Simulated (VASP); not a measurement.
Write the native input for VASP 6.6.1 that does the following.

```yaml
Task: single point
Functional: PBE
Potentials_or_basis: VASP PAW PBE potentials, release 64 (Na_pv)
Cutoff: 500 eV
k_mesh: 4 × 4 × 4
Occupations: gaussian, width 0.1 eV
Spin: no spin polarisation
Dipole_correction: no
Further_INCAR_settings: ALGO = Normal; EDIFF = 1e-06; NBANDS = 10
```

The structure of Na lies in POSCAR:

```
Na
1.0
   -1.9301469157      1.9301469157      1.9301469157
    1.9301469157     -1.9301469157      1.9301469157
    1.9301469157      1.9301469157     -1.9301469157
Na
1
Direct
    0.0000000000      0.0000000000      0.0000000000
```

These files were run (other wordings do the same):

INCAR

```
SYSTEM = Na
PREC = Accurate ; ENCUT = 500
EDIFF = 1E-6 ; ISMEAR = 0
SIGMA = 0.1 ; LREAL = .FALSE.
LASPH = .TRUE. ; NELM = 120
ALGO = Normal ; ISIF = 2
LWAVE = .FALSE. ; LCHARG = .FALSE.
GGA = PE ; NBANDS = 10
GGA_COMPAT = .FALSE.
```

KPOINTS

```
Automatic mesh
0
G
  4 4 4
  0 0 0
```

Potentials or basis: VASP PAW PBE potentials, release 64 (Na_pv).

Run with:

```sh
$ cat potpaw_PBE.64/Na_pv/POTCAR > POTCAR
$ mpirun -np 1 vasp_std > vasp.out
```

It gave:

| Property | Result |
| --- | --- |
| Pressure | 3.5 GPa |

Caveat: the k points lie up to 0.58 Å⁻¹ apart.

It used 3.2 s of CPU time on 1 thread of Intel Xeon 8259CL, with other jobs on the host.
